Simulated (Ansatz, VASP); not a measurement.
# Ti in VASP and in Ansatz

```xyz
2
Lattice="2.9011 0.0000 0.0000 -1.4505 2.5124 0.0000 0.0000 0.0000 4.5917" Properties=species:S:1:pos:R:3 pbc="T T T"
Ti    0.0000    1.6749    1.1479
Ti    1.4505    0.8375    3.4437
```

Alike in both runs: functional PBEsol; k mesh 16 × 16 × 8; occupations fermi-dirac, width 0.08 eV; no spin polarisation.

Ansatz relaxed the structure, and its values are those at the end. VASP's run is a single point on that final structure, the one shown.

|  | VASP | Ansatz |
| --- | --- | --- |
| version | VASP 6.6.1 | Ansatz 0.2.0 |
| potentials or method | VASP PAW PBE potentials, release 64 (Ti_sv) | PAW with Ansatz's default frozen-core files, scalar-relativistic |
| plane-wave cutoff (eV) | 520 | 420 |
| valence electrons in the cell | 24 | 24 |

```csv
,VASP,Ansatz,Ansatz less VASP
pressure (GPa),-0.2,0.0,+0.25
```

VASP's potentials were made for PBE, not for PBEsol. With one functional, cell and mesh, what is left measures potentials, basis and numerics.
